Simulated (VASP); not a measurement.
# Al3Cu2 (Cm) in VASP: further runs

Al3Cu2 is run at these levels: PBEsol; tasks: single point.

Program: VASP 6.6.1. These are calculated values, not measurements. Logs are shortened: lines on timing, memory, paths and dates and some standing lists are left out, and cuts for length are marked.

## Step 1: The cell of the first run

The structure is monoclinic, space group Cm (No. 8). The conventional cell has a = 7.099 Å, b = 4.099 Å, c = 4.982 Å, α = 90.00°, β = 90.00°, γ = 90.00°. Within 3.0 Å of Al (site symmetry m) lie 6 Cu at 2.22 to 2.83 Å and 6 Al at 2.94 Å. Within 3.0 Å of Al (site symmetry m) lie 5 Cu at 2.21 to 2.88 Å and 6 Al at 2.79 to 2.94 Å. Al (site symmetry m) has 5 Cu at 2.29 to 2.87 Å and 6 Al at 2.79 to 2.94 Å within 3.0 Å. Within 2.9 Å of Cu (site symmetry m) lie 8 Al at 2.21 to 2.87 Å and 3 Cu at 2.84 Å. Within 3.0 Å of Cu (site symmetry m) lie 8 Al at 2.25 to 2.88 Å and 3 Cu at 2.84 Å.

## Step 2: Single point, PBEsol

INCAR

```
PREC     = Accurate       # precision mode
ENCUT    = 520            # plane-wave cutoff, eV
EDIFF    = 1E-6           # SCF threshold, eV
ISMEAR   = 0              # smearing method
SIGMA    = 0.15           # smearing width, eV
LREAL    = F              # projectors in reciprocal space
LASPH    = T              # aspherical terms in the spheres
NELM     = 60             # most SCF steps
ALGO     = Fast           # electronic algorithm
ISIF     = 2              # what is computed and relaxed
LWAVE    = F              # write WAVECAR
LCHARG   = F              # write CHGCAR
GGA      = PS             # functional
NBANDS   = 24             # bands
```

KPOINTS

```
regular mesh
0
Gamma
  12 12 10
```

POSCAR

```
Al3Cu2
1.0
    4.0985856014      0.0000000000      0.0000000000
   -2.0492928007      3.5494792504      0.0000000000
    0.0000000000      0.0000000000      4.9821008425
Al Cu
3 2
Direct
    0.0000000000      0.0000000000      0.0000000000
    0.3333333333      0.6666666667      0.3515059809
    0.6666666667      0.3333333333      0.6484940191
    0.4506799528      0.7253399764      0.7867697692
    0.7840132861      0.3920066431      0.1021898058
```

Potentials or basis: VASP PAW PBE potentials, release 64 (Al, Cu).

Launch:

```bash
$ cat potpaw_PBE.64/Al/POTCAR potpaw_PBE.64/Cu/POTCAR > POTCAR
$ mpirun -np 1 vasp_std > vasp.out
```

OUTCAR:

```text
PREC = Accurate
   ENCUT = 520
   EDIFF = 1E-6
   ISMEAR = 0
   LREAL = F
   LASPH = T
   NELM = 60
   ISIF = 2
   GGA = PS

 ion  position               nearest neighbor table
   1  0.000  0.000  0.000-   4 2.22   5 2.25   5 2.25   4 2.81   4 2.81   5 2.83   2 2.94   3 2.94
                             2 2.94   3 2.94   3 2.94   2 2.94
   2  0.333  0.667  0.352-   4 2.21   5 2.31   3 2.79   3 2.79   3 2.79   4 2.84   5 2.88   5 2.88
                             1 2.94   1 2.94   1 2.94
   3  0.667  0.333  0.648-   4 2.29   4 2.29   5 2.30   5 2.75   2 2.79   2 2.79   2 2.79   4 2.87
                             1 2.94   1 2.94   1 2.94
   4  0.451  0.725  0.787-   2 2.21   1 2.22   3 2.29   3 2.29   1 2.81   1 2.81   2 2.84   3 2.87

   5  0.784  0.392  0.102-   1 2.25   1 2.25   3 2.30   2 2.31   3 2.75   1 2.83   2 2.88   2 2.88

  LATTYP: Found a hexagonal cell.
 ALAT       =     4.0985856014
 C/A-ratio  =     1.2155658871

  Lattice vectors:

 A1 = (   4.0985856014,   0.0000000000,   0.0000000000)
 A2 = (  -2.0492928007,   3.5494792504,   0.0000000000)
 A3 = (   0.0000000000,   0.0000000000,   4.9821008425)

Analysis of symmetry for initial positions (statically):
=====================================================================
 Subroutine PRICEL returns:
 Original cell was already a primitive cell.

 Routine SETGRP: Setting up the symmetry group for a
 hexagonal supercell.

 Subroutine GETGRP returns: Found  2 space group operations
 (whereof  2 operations were pure point group operations)
 out of a pool of 24 trial point group operations.

The static configuration has the point symmetry C_1h.

Analysis of symmetry for dynamics (positions and initial velocities):
=====================================================================
 Subroutine PRICEL returns:
 Original cell was already a primitive cell.

 Routine SETGRP: Setting up the symmetry group for a
 hexagonal supercell.

 Subroutine GETGRP returns: Found  2 space group operations
 (whereof  2 operations were pure point group operations)
 out of a pool of 24 trial point group operations.

The dynamic configuration has the point symmetry C_1h.

 Subroutine INISYM returns: Found  2 space group operations
 (whereof  2 operations are pure point group operations),
 and found     1 'primitive' translations

----------------------------------------------------------------------------------------

                                     Primitive cell

  volume of cell :      72.4788

  direct lattice vectors                    reciprocal lattice vectors
     4.098585601  0.000000000  0.000000000     0.243986608  0.140865734  0.000000000
    -2.049292801  3.549479250  0.000000000     0.000000000  0.281731468  0.000000000
     0.000000000  0.000000000  4.982100843     0.000000000  0.000000000  0.200718539

  length of vectors
     4.098585601  4.098585601  4.982100843     0.281731468  0.281731468  0.200718539

  position of ions in fractional coordinates (direct lattice)
     0.000000000  0.000000000  0.000000000
     0.333333333  0.666666667  0.351505981
     0.666666667  0.333333333  0.648494019
     0.450679953  0.725339976  0.786769769
     0.784013286  0.392006643  0.102189806

  ion indices of the primitive-cell ions
   primitive index   ion index
                 1           1
                 2           2
                 3           3
                 4           4
                 5           5

----------------------------------------------------------------------------------------

 KPOINTS: regular mesh

Automatic generation of k-mesh.
 Grid dimensions read from file:
 generate k-points for:   12   12   10

 Generating k-lattice:

  Cartesian coordinates                     Fractional coordinates (reciprocal lattice)
     0.020332217  0.011738811  0.000000000     0.083333333  0.000000000  0.000000000
     0.000000000  0.023477622  0.000000000     0.000000000  0.083333333  0.000000000
     0.000000000  0.000000000  0.020071854     0.000000000  0.000000000  0.100000000

  Length of vectors
     0.023477622  0.023477622  0.020071854

  Shift w.r.t. Gamma in fractional coordinates (k-lattice)
     0.000000000  0.000000000  0.000000000

 Subroutine IBZKPT returns following result:
 ===========================================

 Found    398 irreducible k-points:

 Following reciprocal coordinates:
            Coordinates               Weight
  0.000000  0.000000  0.000000      1.000000
  0.083333 -0.000000  0.000000      2.000000
  0.000000  0.083333  0.000000      4.000000
  0.166667  0.000000  0.000000      2.000000
  0.000000  0.166667  0.000000      4.000000
  0.250000  0.000000  0.000000      2.000000
[... 16 lines left out ...]
 -0.083333  0.416667  0.000000      4.000000
 -0.416667  0.333333  0.000000      4.000000
 [... further k-points ...]
   k-points           NKPTS =    398   k-points in BZ     NKDIM =    398   number of bands    NBANDS=     24
   number of dos      NEDOS =    301   number of ions     NIONS =      5
   total plane-waves  NPLWV =  36000
   dimension x,y,z NGX =    30 NGY =   30 NGZ =   40
   dimension x,y,z NGXF=    60 NGYF=   60 NGZF=   80
   ions per type =               3   2
   NGX,Y,Z   is equivalent  to a cutoff of  12.17, 12.17, 13.35 a.u.
   NGXF,Y,Z  is equivalent  to a cutoff of  24.34, 24.34, 26.69 a.u.
 SYSTEM =  unknown system
   PREC   = accura    normal or accurate (medium, high low for compatibility)
   ISTART =      0    job   : 0-new  1-cont  2-samecut
   ICHARG =      2    charge: 1-file 2-atom 10-const
   ISPIN  =      1    spin polarized calculation?
   LNONCOLLINEAR =      F non collinear calculations
   LSORBIT =      F    spin-orbit coupling
   LASPH  =      T    aspherical Exc in radial PAW
   ENCUT  =  520.0 eV  38.22 Ry    6.18 a.u.   7.62  7.62  9.26*2*pi/ulx,y,z
   NELM   =     60;   NELMIN=  2; NELMDL= -5     # of ELM steps
   EDIFF  = 0.1E-05   stopping-criterion for ELM
   LREAL  =      F    real-space projection
   EDIFFG = 0.1E-04   stopping-criterion for IOM
   NSW    =      0    number of steps for IOM
   IBRION =     -1    ionic relax: 0-MD 1-quasi-New 2-CG
   NFREE  =      0    steps in history (QN), initial steepest desc. (CG)
   ISIF   =      2    stress and relaxation
   ISYM   =      2    0-nonsym 1-usesym 2-fastsym
   POTIM  = 0.5000    time-step for ionic-motion
   TEBEG  =    0.0;   TEEND  =   0.0 temperature during run
   PSTRESS=    0.0 pullay stress
   NELECT =      31.0000    total number of electrons
   NUPDOWN=      -1.0000    fix difference up-down
   EMIN   =  10.00;   EMAX   =-10.00  energy-range for DOS
   EFERMI =   0.00;   METHOD = LEGACY
   ISMEAR =     0;   SIGMA  =   0.15  broadening in eV -4-tet -1-fermi 0-gaus
   EFERMI_NEDOS =   21; number of points for ismear=-14 and -15
   IALGO  =     68    algorithm
   IMIX   =      4    mixing-type and parameters
     AMIX     =   0.40;   BMIX     =  1.00
     AMIX_MAG =   1.60;   BMIX_MAG =  1.00
  volume/ion in A,a.u.               =      14.50        97.82
  Fermi-wavevector in a.u.,A,eV,Ry     =   1.233460  2.330901 20.700218  1.521423
  Thomas-Fermi vector in A             =   2.368189
   LORBIT       =      0    0 simple, 1 ext, 2 COOP (PROOUT), +10 PAW based schemes
   GGA     = PS    functional components
   LHFCALC =     F    Hartree Fock is set to
   AEXX    =    0.0000 exact exchange contribution
   IVDW    =     0    specifies the selected vdW correction
   LEPSILON=     F    determine dielectric tensor
   LRPA    =     F    only Hartree local field effects (RPA)
 non-spin polarized calculation
 RMM-DIIS sequential band-by-band and
 Gauss-broadening in eV      SIGMA  =   0.15
  energy-cutoff  :      520.00
  volume of cell :       72.48
 maximum number of plane-waves:      1986
   NGX = 15   NGY = 15   NGZ = 19

 number of electron      31.0000013 magnetization

 Free energy of the ion-electron system (eV)
  ---------------------------------------------------
  ext. energy  EPLUGINS =         0.00000000
  ---------------------------------------------------
  free energy    TOTEN  =       -20.24317493 eV

  energy without entropy =      -20.22721520  energy(sigma->0) =      -20.23519506

 E-fermi :   8.2226     XC(G=0): -11.0317

 val. band max:        8.2182978650   @ k =  -0.4167   0.2500   0.2000
 cond. band min:       8.2312061052   @ k =   0.4167   0.0000   0.1000
 fundamental gap:      0.0129082401
 Fermi energy:         8.2226476275

 k-point     1 :       0.0000    0.0000    0.0000
  band No.  band energies     occupation
      1      -2.9802      2.00000
      2       1.7563      2.00000
      3       2.2235      2.00000
      4       2.7340      2.00000
      5       2.7487      2.00000
      6       2.9812      2.00000
[... 16 lines left out ...]
     23      14.3727      0.00000
     24      14.5711      0.00000

 k-point     2 :       0.0833   -0.0000    0.0000
  band No.  band energies     occupation
      1      -2.8991      2.00000
      2       1.7874      2.00000
      3       2.2025      2.00000
      4       2.7662      2.00000
      5       2.7729      2.00000
      6       2.9945      2.00000
[... 16 lines left out ...]
     23      13.9346      0.00000
     24      14.0987      0.00000

 k-point     3 :       0.0000    0.0833    0.0000
  band No.  band energies     occupation
      1      -2.8979      2.00000
      2       1.7955      2.00000
      3       2.2204      2.00000
      4       2.7287      2.00000
      5       2.7672      2.00000
      6       2.9896      2.00000
[... 16 lines left out ...]
     23      13.8818      0.00000
     24      14.3290      0.00000

 k-point     4 :       0.1667    0.0000    0.0000
  band No.  band energies     occupation
      1      -2.6569      2.00000
      2       1.8588      2.00000
      3       2.1471      2.00000
      4       2.8133      2.00000
      5       2.8462      2.00000
      6       3.0349      2.00000
[... 16 lines left out ...]
     23      13.7688      0.00000
     24      13.9129      0.00000

 k-point     5 :       0.0000    0.1667    0.0000
  band No.  band energies     occupation
      1      -2.6522      2.00000
      2       1.8965      2.00000
      3       2.1932      2.00000
      4       2.7242      2.00000
      5       2.7966      2.00000
      6       3.0144      2.00000
[... 16 lines left out ...]
     23      13.7985      0.00000
     24      14.1855      0.00000

 k-point     6 :       0.2500    0.0000    0.0000
  band No.  band energies     occupation
      1      -2.2583      2.00000
      2       1.8943      2.00000
      3       2.0264      2.00000
      4       2.8077      2.00000
      5       2.8730      2.00000
      6       3.1046      2.00000
[... 16 lines left out ...]
     23      13.8385      0.00000
     24      13.9579      0.00000
[... 379 lines left out ...]
 k-point    21 :      -0.3333    0.2500    0.0000
  band No.  band energies     occupation
      1      -1.9316      2.00000
      2       1.8035      2.00000
      3       2.1153      2.00000
      4       2.6559      2.00000
      5       2.9094      2.00000
      6       3.0655      2.00000
[... 16 lines left out ...]
     23      14.5171      0.00000
     24      15.4929      0.00000

 k-point    22 :       0.3333    0.0833    0.0000
  band No.  band energies     occupation
      1      -1.3350      2.00000
      2       1.2193      2.00000
      3       1.8821      2.00000
      4       2.7783      2.00000
      5       2.9511      2.00000
      6       3.2066      2.00000
[... 16 lines left out ...]
     23      14.5980      0.00000
     24      16.7433      0.00000

 k-point    23 :      -0.0833    0.4167    0.0000
  band No.  band energies     occupation
      1      -1.3000      2.00000
      2       1.2256      2.00000
      3       2.1106      2.00000
      4       2.7045      2.00000
      5       2.8381      2.00000
      6       3.0800      2.00000
[... 16 lines left out ...]
     23      14.5949      0.00000
     24      16.7719      0.00000

 k-point    24 :      -0.4167    0.3333    0.0000
  band No.  band energies     occupation
      1      -1.3088      2.00000
      2       1.2181      2.00000
      3       2.1078      2.00000
      4       2.6806      2.00000
      5       2.8911      2.00000
      6       3.0574      2.00000
[... 16 lines left out ...]
     23      14.6696      0.00000
     24      16.7336      0.00000

 [... further k-points ...]
[... 5 lines left out ...]
  --------------------------------------------------------------------------------------
  -------------------------------------------------------------------------------------
  Total        4.2207870      5.4899484      4.8559110     -1.0991260      1.0891560      1.8864736
  in kB       93.3024086    121.3577967    107.3421129    -24.2966789     24.0762877     41.7013533
  external PRESSURE =     107.3341061 kB  Pullay stress =       0.0000000 kB

 VOLUME and BASIS-vectors are now :
 -----------------------------------------------------------------------------
  energy-cutoff  :      520.00
  volume of cell :       72.48
      direct lattice vectors                 reciprocal lattice vectors
     4.098585601  0.000000000  0.000000000     0.243986608  0.140865734  0.000000000
    -2.049292801  3.549479250  0.000000000     0.000000000  0.281731468  0.000000000
     0.000000000  0.000000000  4.982100843     0.000000000  0.000000000  0.200718539

 POSITION                                       TOTAL-FORCE (eV/Angst)
 -----------------------------------------------------------------------------------
      0.00000      0.00000      0.00000         2.591416      1.496155      0.107137
     -0.00000      2.36632      1.75124         0.629584      0.363491     -1.558663
      2.04929      1.18316      3.23086         0.688909      0.397742     -2.064641
      0.36072      2.57458      3.91977        -2.075666     -1.198386      1.914247
      2.41001      1.39142      0.50912        -1.834244     -1.059001      1.601920
 -----------------------------------------------------------------------------------
    total drift:                               -0.000155     -0.000083      0.000071

  FREE ENERGIE OF THE ION-ELECTRON SYSTEM (eV)
  ---------------------------------------------------
  free  energy   TOTEN  =       -20.2431749251 eV

  energy  without entropy=      -20.2272151953  energy(sigma->0) =      -20.23519506
```

Run time: 6.3 min. Hardware: 1 thread of Intel Xeon 6975P-C (Granite Rapids), shared host; peak memory 0.64 GiB.

Results:

* Free energy: -20.2432 eV
* Pressure: 10.7 GPa
* Largest force: 3.067 eV/Å
* Band gap on the k mesh: zero (an odd number of electrons rules out a gap without spin polarisation)

Forces in eV/Å, atoms in the order of the input:
```
Al   2.591  1.496  0.107
Al   0.630  0.363 -1.559
Al   0.689  0.398 -2.065
Cu  -2.076 -1.198  1.914
Cu  -1.834 -1.059  1.602
```

Stress tensor (GPa, compression positive):
```
 9.33 -2.43  4.17
-2.43 12.14  2.41
 4.17  2.41 10.73
```

Levels at points of the mesh, in eV from the Fermi level:
```csv
k point,band 14,band 15,band 16,band 17,band 18,band 19
"(0.00, 0.00, 0.00)",-0.26,0.02,1.24,1.25,2.40,3.01
"(0.50, 0.00, 0.00)",-2.86,-2.29,-0.67,-0.09,0.31,3.01
"(0.00, 0.50, 0.00)",-2.91,-2.17,-0.74,-0.11,0.36,3.22
"(0.00, 0.00, 0.50)",0.82,1.33,1.34,1.81,1.99,2.79
"(0.50, 0.00, 0.50)",-3.53,-1.70,-0.10,0.76,0.94,4.84
"(0.00, 0.50, 0.50)",-3.67,-1.57,-0.19,0.80,0.89,4.75
```

Caveat: the cell differs from its parent crystal (all Cu atoms moved -0.500 Å, as atom 4 towards its neighbour atom 5 (Cu) at 2.841 Å); the cell stands under pressure; the PAW data sets were made with another functional, which shifts forces and pressure a little.

## Step 3: Single point, PBEsol

INCAR

```
  PREC = Accurate
  ENCUT = 520
  EDIFF = 1E-6
  ISMEAR = 0
  SIGMA = 0.15
  LREAL = False
  LASPH = True
  NELM = 60
  ALGO = Fast
  ISIF = 2
  LWAVE = False
  LCHARG = True
  GGA = PS
  LELF = True
  LVHAR = True
  NBANDS = 24
```

KPOINTS is that of step 2.

Edit POSCAR of step 2 so:

```diff
@@ -11,3 +11,3 @@
     0.6666666667      0.3333333333      0.6484940191
-    0.4506799528      0.7253399764      0.7867697692
-    0.7840132861      0.3920066431      0.1021898058
+    0.2453233687      0.6226616844      0.8839301411
+    0.5786567021      0.2893283510      0.1993501777
```

Potentials or basis: VASP PAW PBE potentials, release 64 (Al, Cu).

Launch:

```bash
$ cat potpaw_PBE.64/Al/POTCAR potpaw_PBE.64/Cu/POTCAR > POTCAR
$ mpirun -np 1 vasp_std > vasp.out
```

It took 6.8 min on 1 thread of Intel Xeon 6975P-C (Granite Rapids), shared host; peak memory 0.64 GiB.

The run converged. Its results:

| Item | Value |
| --- | --- |
| Free energy | -20.8787 eV |
| Pressure | 6.2 GPa |
| Largest force | 2.344 eV/Å |
| Band gap on the k mesh | zero (an odd number of electrons rules out a gap without spin polarisation) |

Forces in eV/Å, atoms in the order of the input:
```
Al  -1.949 -1.125  0.024
Al  -0.558 -0.322  1.506
Al  -0.517 -0.298  1.220
Cu   1.442  0.833 -1.281
Cu   1.582  0.913 -1.469
```

Stress tensor (GPa, compression positive):
```
 5.36 -1.31  2.29
-1.31  6.87  1.32
 2.29  1.32  6.26
```

Levels at points of the mesh, in eV from the Fermi level:
```csv
k point,band 14,band 15,band 16,band 17,band 18,band 19
"(0.00, 0.00, 0.00)",-0.22,-0.07,1.28,1.28,2.44,2.97
"(0.50, 0.00, 0.00)",-2.90,-2.40,-0.70,-0.08,0.34,3.04
"(0.00, 0.50, 0.00)",-2.95,-2.32,-0.74,-0.10,0.37,3.16
"(0.00, 0.00, 0.50)",1.04,1.28,1.31,1.74,2.12,2.66
"(0.50, 0.00, 0.50)",-3.52,-1.71,-0.13,0.75,0.94,4.95
"(0.00, 0.50, 0.50)",-3.61,-1.65,-0.18,0.80,0.90,4.86
```

Caveat: the cell differs from its parent crystal (all Cu atoms moved +0.375 Å, as atom 4 towards its neighbour atom 5 (Cu) at 2.841 Å); the cell stands under pressure; the PAW data sets were made with another functional, which shifts forces and pressure a little.
